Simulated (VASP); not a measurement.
# MoS2: single point with LDA

The system is MoS2.

```xyz
3
Lattice="3.2058 0.0000 0.0000 -1.6029 2.7763 0.0000 0.0000 0.0000 6.2701" Properties=species:S:1:pos:R:3 pbc="T T T"
Mo    0.0000    0.0000    3.1351
S     1.6029    0.9254    4.6692
S     0.0000    1.8509    1.6009
```

This cell differs from its parent crystal: volume scaled by 0.98.

| Property | Result |
| --- | --- |
| Program | VASP 6.6.1 |
| Task | single point |
| Functional | LDA |
| Potentials or basis | VASP PAW LDA potentials, release 64 (Mo_sv, S) |
| Cutoff | 520 eV |
| k mesh | 9 × 9 × 4 |
| Occupations | fermi-dirac, width 0.05 eV |
| Spin | no spin polarisation |
| Dipole correction | no |
| Further INCAR settings | ALGO = Normal; EDIFF = 1e-07; NBANDS = 20 |

| Quantity | Value |
| --- | --- |
| Pressure | -3.3 GPa |
| Largest force | 0.190 eV/Å |
| Band gap on the k mesh | zero (band 13 reaches 7.64 eV, above the bottom of band 14 at 6.66 eV) |

Forces in eV/Å, atoms in the order of the input:
```
Mo   0.000  0.000  0.000
S    0.000  0.000  0.190
S    0.000  0.000 -0.190
```

Stress tensor (GPa, compression positive):
```
-4.49  0.00  0.00
 0.00 -4.49  0.00
 0.00  0.00 -0.81
```

Levels at points of the mesh, in eV from the Fermi level:
| k point | band 11 | band 12 | band 13 | band 14 | band 15 | band 16 |
| --- | --- | --- | --- | --- | --- | --- |
| (0.00, 0.00, 0.00) | -1.14 | -0.98 | -0.98 | -0.27 | -0.27 | 3.30 |
| (0.00, 0.00, 0.50) | -0.99 | -0.99 | -0.34 | -0.34 | -0.04 | 3.47 |

It took 23 s on 1 thread of Intel(R) Xeon(R) Platinum 8488C (Sapphire Rapids) (shared host), peak memory 0.17 GiB.
